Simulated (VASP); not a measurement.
Set up this calculation in VASP 6.6.1, as the native input.

```yaml
Task: single point
Functional: PBEsol
Dispersion: D3(BJ)
Potentials_or_basis: VASP PAW PBE potentials, release 64 (W_sv, S)
Cutoff: 520 eV
k_mesh: 12 × 12 × 12
Occupations: gaussian, width 0.05 eV
Spin: no spin polarisation
Dipole_correction: no
Further_INCAR_settings: ALGO = Normal; EDIFF = 1e-06; NBANDS = 20
```

The structure of WS2 lies in POSCAR:

```
WS2
1.0
    1.5135000000      0.8738196324      5.4219666667
   -1.5135000000      0.8738196324      5.4219666667
    0.0000000000     -1.7476392648      5.4219666667
W S
1 2
Direct
    0.9993605138      0.9993605138      0.9993605138
    0.7554704513      0.7554704513      0.7554704513
    0.5764690349      0.5764690349      0.5764690349
```

One way to write it, as run:

INCAR

```
SYSTEM = WS2
ALGO = Normal ; EDIFF = 1E-6
ENCUT = 520 ; GGA = PS
ISIF = 2 ; ISMEAR = 0
IVDW = 12 ; LASPH = .TRUE.
LCHARG = .FALSE. ; LREAL = .FALSE.
LWAVE = .FALSE. ; NBANDS = 20
NELM = 100 ; PREC = Accurate
SIGMA = 0.05
```

KPOINTS

```
k-points
0
G
  12 12 12
  0 0 0
```

Potentials or basis: VASP PAW PBE potentials, release 64 (W_sv, S).

The run is started by

```sh
$ cat potpaw_PBE.64/W_sv/POTCAR potpaw_PBE.64/S/POTCAR > POTCAR
$ mpirun -np 1 vasp_std > vasp.out
```

Results of the run:

```json
{
  "Pressure": "35.6 GPa",
  "Largest force": "3.573 eV/Å",
  "Band gap on the k mesh": "0.28 eV (least direct gap 1.71 eV)",
  "Dispersion energy per atom": "-0.480 eV"
}
```

Caveat: the cell stands under pressure; the PAW data sets were made with another functional, which shifts forces and pressure a little; spin-orbit coupling is left out, which moves the levels of the heavy elements.

It took 5.8 min on 1 thread of Intel(R) Xeon(R) Platinum 8259CL CPU @ 2.50GHz (Skylake/Cascade Lake), with other jobs on the host, peak memory 0.36 GiB.
